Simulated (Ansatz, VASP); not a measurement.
Two plane-wave programs on Zr6GeRu

The input INCAR:

```
SYSTEM = Zr6GeRu
PREC = Accurate ; ENCUT = 600
EDIFF = 1E-6 ; ISMEAR = 0
SIGMA = 0.2 ; LREAL = .False.
LASPH = .True. ; NELM = 100
ALGO = Normal ; ISIF = 3
LWAVE = .False. ; LCHARG = .False.
GGA = PE ; IBRION = 2
NSW = 36 ; EDIFFG = -0.08
```

File KPOINTS:

```
Automatic mesh
0
Gamma
  3 3 3
  0 0 0
```

POSCAR

```
Zr6GeRu
1.0
    5.1585777800      0.0000000000      0.0000000000
    0.0000000000      5.1585777800      0.0000000000
    0.0000000000      0.0000000000      5.1585777800
Zr Ge Ru
6 1 1
Direct
    0.0000000000      0.5000000000      0.7587450100
    0.5000000000      0.2412549900      0.0000000000
    0.7587450100      0.0000000000      0.5000000000
    0.0000000000      0.5000000000      0.2412549900
    0.5000000000      0.7587450100      0.0000000000
    0.2412549900      0.0000000000      0.5000000000
    0.5000000000      0.5000000000      0.5000000000
    0.0000000000      0.0000000000      0.0000000000
```

Input for Ansatz:

```yaml
crystal:
  lattice:
    - [5.15857778, 0.0, 0.0]
    - [0.0, 5.15857778, 0.0]
    - [0.0, 0.0, 5.15857778]
  atoms:
    - { symbol: Zr, position: [0.0, 0.5, 0.75874501] }
    - { symbol: Zr, position: [0.5, 0.24125499, 0.0] }
    - { symbol: Zr, position: [0.75874501, 0.0, 0.5] }
    - { symbol: Zr, position: [0.0, 0.5, 0.24125499] }
    - { symbol: Zr, position: [0.5, 0.75874501, 0.0] }
    - { symbol: Zr, position: [0.24125499, 0.0, 0.5] }
    - { symbol: Ge, position: [0.5, 0.5, 0.5] }
    - { symbol: Ru, position: [0.0, 0.0, 0.0] }
basis:
  ecutwfc: 420
kpoints:
  mp_grid: { grid: [3, 3, 3] }
hamiltonian:
  xc: pbe
scf:
  occupations: { method: gaussian, width: 0.2 }
  lower_state_search: "off"
output:
  forces: true
  stress: true
  eigenvalues: true
relax:
  adjacent_minimum: "off"
  f_tol: 0.08
  max_steps: 16
  cell: { stress_tol: 0.8 }
```

Change from the starting cell: species swapped into the Nb6SiSn type (Pm-3, No. 200).

Alike in both runs: task relaxation of cell and atoms; functional PBE; k mesh 3 × 3 × 3; occupations gaussian, width 0.2 eV; no spin polarisation.

|  | VASP | Ansatz |
| --- | --- | --- |
| version | VASP 6.6.1 | Ansatz 0.2.0 |
| potentials or method | VASP PAW PBE potentials, release 64 (Zr_sv, Ge_d, Ru_pv), cutoff 600 eV | scalar-relativistic, plane waves, PAW |
| valence electrons in the cell | 100 | 102 |

```csv
,VASP,Ansatz,Ansatz less VASP
"gap on the k mesh at the Fermi level, each at its own relaxed structure (eV)",none,none,-
relaxed volume (Å³/atom),20.19,20.22,+0.028
relaxed cell length with the largest relative difference (Å),5.446,5.449,+0.0025
```

A gap of «none» marks a metal or a gap that the smearing closes. VASP's potentials hold 100 valence electrons a cell and Ansatz's 102, so a difference there can come from the potentials and not from the codes.

The k mesh is coarse, so the values compare programs but aren't converged. Noted on VASP's run: the volume moved by over 15 % at a fixed basis, so the end points are rough.
